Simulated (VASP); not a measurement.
A run of VASP 6.6.1 is set up as follows.

Contents of INCAR:

```
  PREC = Accurate
  ENCUT = 500
  EDIFF = 1E-6
  ISMEAR = -1
  SIGMA = 0.1
  LREAL = False
  LASPH = True
  NELM = 120
  ALGO = Normal
  ISIF = 2
  LWAVE = False
  LCHARG = False
  GGA = PE
  NBANDS = 26
  GGA_COMPAT = False
```

The input KPOINTS:

```
regular mesh
0
Gamma
  8 8 11
```

POSCAR

```
Nb
1.0
    4.8828431968      0.0000000000      0.0000000000
   -2.4414215984      4.2286662511      0.0000000000
    0.0000000000      0.0000000000      2.6879119296
Nb
3
Direct
    0.0000000000      0.0000000000      0.0000000000
    0.3333333333      0.6666666667      0.5000000000
    0.6666666667      0.3333333333      0.5000000000
```

Potentials or basis: VASP PAW PBE potentials, release 64 (Nb_sv).

Command:

```sh
$ cat potpaw_PBE.64/Nb_sv/POTCAR > POTCAR
$ mpirun -np 1 vasp_std > vasp.out
```

Question: Predict the band gap on the k mesh.

Answer: Zero (an odd number of electrons rules out a gap without spin polarisation).

Question: What does it give for the pressure?

Answer: -0.3 GPa.
